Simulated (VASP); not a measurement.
# Ni (P6_3/mmc) in VASP: single point with PBEsol

Aim: the single point of Ni with PBEsol.

All numbers are computed with VASP 6.6.1; they aren't measurements. Logs are shortened: lines on timing, memory, paths and dates and some standing lists are left out, and cuts for length are marked.

## (1) The cell of the first run

It takes space group P6_3/mmc (No. 194, hexagonal). Conventional cell: a = 2.448 Å, b = 2.448 Å, c = 8.008 Å, α = 90.00°, β = 90.00°, γ = 120.00°. Ni (site symmetry -3m) has 12 Ni at 2.45 Å within 3.2 Å. Ni (site symmetry -6m2) has 12 Ni at 2.45 Å within 3.2 Å.

This isn't the form of Ni at room conditions, which is fcc.

## (2) Single point, PBEsol, collinear spin, ferromagnetic start

File INCAR:

```
ALGO = Fast
EDIFF = 1E-6
ENCUT = 520
GGA = PS
ISIF = 2
ISMEAR = 0
ISPIN = 2
LASPH = T
LCHARG = T
LELF = T
LMAXMIX = 4
LORBIT = 11
LREAL = F
LVHAR = T
LWAVE = F
MAGMOM = 0.8 0.8 0.8 0.8
NBANDS = 32
NELM = 150
PREC = Accurate
SIGMA = 0.1
```

File KPOINTS:

```
k-points
0
Gamma
  12 12 4
```

File POSCAR:

```
Ni
1.0
    2.4480730387      0.0000000000      0.0000000000
   -1.2240365194      2.1200934419      0.0000000000
    0.0000000000      0.0000000000      8.0076896517
Ni
4
Direct
    0.0000000000      0.0000000000      0.0000000000
    0.3333333333      0.6666666667      0.2500000000
    0.0000000000      0.0000000000      0.5000000000
    0.6666666667      0.3333333333      0.7500000000
```

Potentials or basis: VASP PAW PBE potentials, release 64 (Ni).

On the command line:

```
$ cat potpaw_PBE.64/Ni/POTCAR > POTCAR
$ mpirun -np 1 vasp_std > vasp.out
```

OUTCAR:

```text
EDIFF = 1E-6
   ENCUT = 520
   GGA = PS
   ISIF = 2
   ISMEAR = 0
   ISPIN = 2
   LASPH = T
   LORBIT = 11
   LREAL = F
   NELM = 150
   PREC = Accurate

 ion  position               nearest neighbor table
   1  0.000  0.000  0.000-   2 2.45   4 2.45   4 2.45   2 2.45   4 2.45   2 2.45
   2  0.333  0.667  0.250-   1 2.45   3 2.45   1 2.45   3 2.45   1 2.45   3 2.45
   3  0.000  0.000  0.500-   2 2.45   4 2.45   4 2.45   2 2.45   4 2.45   2 2.45
   4  0.667  0.333  0.750-   1 2.45   3 2.45   1 2.45   3 2.45   1 2.45   3 2.45

  LATTYP: Found a hexagonal cell.
 ALAT       =     2.4480730387
 C/A-ratio  =     3.2710174595

  Lattice vectors:

 A1 = (   2.4480730387,   0.0000000000,   0.0000000000)
 A2 = (  -1.2240365194,   2.1200934419,   0.0000000000)
 A3 = (   0.0000000000,   0.0000000000,   8.0076896517)

Analysis of symmetry for initial positions (statically):
=====================================================================
 Subroutine PRICEL returns:
 Original cell was already a primitive cell.

 Routine SETGRP: Setting up the symmetry group for a
 hexagonal supercell.

 Subroutine GETGRP returns: Found 24 space group operations
 (whereof 12 operations were pure point group operations)
 out of a pool of 24 trial point group operations.

The static configuration has the point symmetry D_3d.
 The point group associated with its full space group is D_6h.

Analysis of symmetry for dynamics (positions and initial velocities):
=====================================================================
 Subroutine PRICEL returns:
 Original cell was already a primitive cell.

 Routine SETGRP: Setting up the symmetry group for a
 hexagonal supercell.

 Subroutine GETGRP returns: Found 24 space group operations
 (whereof 12 operations were pure point group operations)
 out of a pool of 24 trial point group operations.

The dynamic configuration has the point symmetry D_3d.
 The point group associated with its full space group is D_6h.

Analysis of structural, dynamic, and magnetic symmetry:
=====================================================================
 Subroutine PRICEL returns:
 Original cell was already a primitive cell.

 Routine SETGRP: Setting up the symmetry group for a
 hexagonal supercell.

 Subroutine GETGRP returns: Found 24 space group operations
 (whereof 12 operations were pure point group operations)
 out of a pool of 24 trial point group operations.

The overall configuration has the point symmetry D_3d.
 The point group associated with its full space group is D_6h.

 Subroutine INISYM returns: Found 24 space group operations
 (whereof 12 operations are pure point group operations),
 and found     1 'primitive' translations

----------------------------------------------------------------------------------------

                                     Primitive cell

  volume of cell :      41.5611

  direct lattice vectors                    reciprocal lattice vectors
     2.448073039  0.000000000  0.000000000     0.408484544  0.235838662  0.000000000
    -1.224036519  2.120093442  0.000000000     0.000000000  0.471677323  0.000000000
     0.000000000  0.000000000  8.007689652     0.000000000  0.000000000  0.124879965

  length of vectors
     2.448073039  2.448073039  8.007689652     0.471677323  0.471677323  0.124879965

  position of ions in fractional coordinates (direct lattice)
     0.000000000  0.000000000  0.000000000
     0.333333333  0.666666667  0.250000000
     0.000000000  0.000000000  0.500000000
     0.666666667  0.333333333  0.750000000

  ion indices of the primitive-cell ions
   primitive index   ion index
                 1           1
                 2           2
                 3           3
                 4           4

----------------------------------------------------------------------------------------

 KPOINTS: k-points

Automatic generation of k-mesh.
 Grid dimensions read from file:
 generate k-points for:   12   12    4

 Generating k-lattice:

  Cartesian coordinates                     Fractional coordinates (reciprocal lattice)
     0.034040379  0.019653222  0.000000000     0.083333333  0.000000000  0.000000000
     0.000000000  0.039306444  0.000000000     0.000000000  0.083333333  0.000000000
     0.000000000  0.000000000  0.031219991     0.000000000  0.000000000  0.250000000

  Length of vectors
     0.039306444  0.039306444  0.031219991

  Shift w.r.t. Gamma in fractional coordinates (k-lattice)
     0.000000000  0.000000000  0.000000000

 Subroutine IBZKPT returns following result:
 ===========================================

 Found     57 irreducible k-points:

 Following reciprocal coordinates:
            Coordinates               Weight
  0.000000  0.000000  0.000000      1.000000
  0.083333  0.000000  0.000000      6.000000
  0.166667  0.000000  0.000000      6.000000
  0.250000  0.000000  0.000000      6.000000
  0.333333 -0.000000  0.000000      6.000000
  0.416667  0.000000  0.000000      6.000000
[... 16 lines left out ...]
  0.250000  0.000000  0.250000     12.000000
  0.333333 -0.000000  0.250000     12.000000
 [... further k-points ...]
   k-points           NKPTS =     57   k-points in BZ     NKDIM =     57   number of bands    NBANDS=     32
   number of dos      NEDOS =    301   number of ions     NIONS =      4
   total plane-waves  NPLWV =  19440
   dimension x,y,z NGX =    18 NGY =   18 NGZ =   60
   dimension x,y,z NGXF=    36 NGYF=   36 NGZF=  120
   ions per type =               4
   NGX,Y,Z   is equivalent  to a cutoff of  12.22, 12.22, 12.46 a.u.
   NGXF,Y,Z  is equivalent  to a cutoff of  24.45, 24.45, 24.91 a.u.
 SYSTEM =  unknown system
   PREC   = accura    normal or accurate (medium, high low for compatibility)
   ISTART =      0    job   : 0-new  1-cont  2-samecut
   ICHARG =      2    charge: 1-file 2-atom 10-const
   ISPIN  =      2    spin polarized calculation?
   LNONCOLLINEAR =      F non collinear calculations
   LSORBIT =      F    spin-orbit coupling
   LASPH  =      T    aspherical Exc in radial PAW
   ENCUT  =  520.0 eV  38.22 Ry    6.18 a.u.   4.55  4.55 14.89*2*pi/ulx,y,z
   NELM   =    150;   NELMIN=  2; NELMDL= -5     # of ELM steps
   EDIFF  = 0.1E-05   stopping-criterion for ELM
   LREAL  =      F    real-space projection
   EDIFFG = 0.1E-04   stopping-criterion for IOM
   NSW    =      0    number of steps for IOM
   IBRION =     -1    ionic relax: 0-MD 1-quasi-New 2-CG
   NFREE  =      0    steps in history (QN), initial steepest desc. (CG)
   ISIF   =      2    stress and relaxation
   ISYM   =      2    0-nonsym 1-usesym 2-fastsym
   POTIM  = 0.5000    time-step for ionic-motion
   TEBEG  =    0.0;   TEEND  =   0.0 temperature during run
   PSTRESS=    0.0 pullay stress
   NELECT =      40.0000    total number of electrons
   NUPDOWN=      -1.0000    fix difference up-down
   EMIN   =  10.00;   EMAX   =-10.00  energy-range for DOS
   EFERMI =   0.00;   METHOD = LEGACY
   ISMEAR =     0;   SIGMA  =   0.10  broadening in eV -4-tet -1-fermi 0-gaus
   EFERMI_NEDOS =   21; number of points for ismear=-14 and -15
   IALGO  =     68    algorithm
   IMIX   =      4    mixing-type and parameters
     AMIX     =   0.40;   BMIX     =  1.00
     AMIX_MAG =   1.60;   BMIX_MAG =  1.00
  volume/ion in A,a.u.               =      10.39        70.12
  Fermi-wavevector in a.u.,A,eV,Ry     =   1.616340  3.054439 35.545953  2.612554
  Thomas-Fermi vector in A             =   2.710942
   LORBIT       =     11    0 simple, 1 ext, 2 COOP (PROOUT), +10 PAW based schemes
   GGA     = PS    functional components
   LHFCALC =     F    Hartree Fock is set to
   AEXX    =    0.0000 exact exchange contribution
   IVDW    =     0    specifies the selected vdW correction
   LEPSILON=     F    determine dielectric tensor
   LRPA    =     F    only Hartree local field effects (RPA)
 spin polarized calculation
 RMM-DIIS sequential band-by-band and
 Gauss-broadening in eV      SIGMA  =   0.10
  energy-cutoff  :      520.00
  volume of cell :       41.56
 maximum number of plane-waves:      1151
   NGX =  9   NGY =  9   NGZ = 29

 number of electron      39.9999967 magnetization       2.5867503

 Free energy of the ion-electron system (eV)
  ---------------------------------------------------
  ext. energy  EPLUGINS =         0.00000000
  ---------------------------------------------------
  free energy    TOTEN  =       -24.50713154 eV

  energy without entropy =      -24.46985373  energy(sigma->0) =      -24.48849264

 E-fermi :   9.8643     XC(G=0): -13.7109

 val. band max:        9.8624264178   @ k =   0.1667   0.1667   0.0000
 cond. band min:       9.8687052921   @ k =   0.2500   0.0000   0.5000
 fundamental gap:      0.0062788743
 Fermi energy:         9.8642566908

 spin component 1

 k-point     1 :       0.0000    0.0000    0.0000
  band No.  band energies     occupation
      1       0.4654      1.00000
      2       2.7569      1.00000
      3       2.7644      1.00000
      4       4.7350      1.00000
      5       6.9261      1.00000
      6       6.9866      1.00000
[... 24 lines left out ...]
     31      35.1245      0.00000
     32      35.2098      0.00000
[... 774 lines left out ...]
      2       4.4606      1.00000
      3       5.1732      1.00000
      4       5.6330      1.00000
      5       5.9613      1.00000
      6       6.0403      1.00000
[... 24 lines left out ...]
     31      26.7828      0.00000
     32      28.4798      0.00000

 [... further k-points ...]

 spin component 2

 k-point     1 :       0.0000    0.0000    0.0000
  band No.  band energies     occupation
      1       0.4616      1.00000
      2       2.7852      1.00000
      3       2.7871      1.00000
      4       5.1609      1.00000
      5       7.5757      1.00000
      6       7.5911      1.00000
[... 24 lines left out ...]
     31      35.2349      0.00000
     32      35.4165      0.00000
[... 774 lines left out ...]
      2       4.6402      1.00000
      3       5.5026      1.00000
      4       6.1505      1.00000
      5       6.4438      1.00000
      6       6.6419      1.00000
[... 24 lines left out ...]
     31      26.8507      0.00000
     32      28.5680      0.00000

 [... further k-points ...]
[... 5 lines left out ...]
  --------------------------------------------------------------------------------------
  -------------------------------------------------------------------------------------
  Total        0.0426374      0.0426374      0.0700182     -0.0000000      0.0000000      0.0000000
  in kB        1.6436708      1.6436708      2.6992001     -0.0000000      0.0000000      0.0000000
  external PRESSURE =       1.9955139 kB  Pullay stress =       0.0000000 kB

 VOLUME and BASIS-vectors are now :
 -----------------------------------------------------------------------------
  energy-cutoff  :      520.00
  volume of cell :       41.56
      direct lattice vectors                 reciprocal lattice vectors
     2.448073039  0.000000000  0.000000000     0.408484544  0.235838662  0.000000000
    -1.224036519  2.120093442  0.000000000     0.000000000  0.471677323  0.000000000
     0.000000000  0.000000000  8.007689652     0.000000000  0.000000000  0.124879965

 POSITION                                       TOTAL-FORCE (eV/Angst)
 -----------------------------------------------------------------------------------
      0.00000      0.00000      0.00000        -0.000000      0.000000      0.000000
     -0.00000      1.41340      2.00192         0.000000     -0.000000     -0.000000
      0.00000      0.00000      4.00384        -0.000000      0.000000      0.000000
      1.22404      0.70670      6.00577        -0.000000      0.000000     -0.000000
 -----------------------------------------------------------------------------------
    total drift:                                0.000000     -0.000000      0.000000

  FREE ENERGIE OF THE ION-ELECTRON SYSTEM (eV)
  ---------------------------------------------------
  free  energy   TOTEN  =       -24.5071315432 eV

  energy  without entropy=      -24.4698537349  energy(sigma->0) =      -24.48849264

 total charge

# of ion       s       p       d       tot
------------------------------------------
    1        0.521   0.545   8.333   9.399
    2        0.521   0.547   8.331   9.399
    3        0.521   0.545   8.333   9.399
    4        0.521   0.547   8.331   9.399
--------------------------------------------------
tot          2.085   2.185  33.328  37.598

 magnetization (x)

# of ion       s       p       d       tot
------------------------------------------
    1       -0.005  -0.024   0.675   0.646
    2       -0.005  -0.024   0.686   0.658
    3       -0.005  -0.024   0.675   0.646
    4       -0.005  -0.024   0.686   0.658
--------------------------------------------------
tot         -0.021  -0.095   2.724   2.607
```

It took 3.3 min on 1 thread of Intel Xeon 8259CL, shared host; peak memory 0.23 GiB.

Results:

* Free energy: -24.5071 eV
* Pressure: 0.2 GPa
* Net moment: 2.59 μB per cell
* Site moments: Ni +0.65, +0.66 (each value once) μB
* Valence electrons inside the program's atomic spheres: Ni 9.40

Caveat: the PAW data sets were made with another functional, which shifts forces and pressure a little.
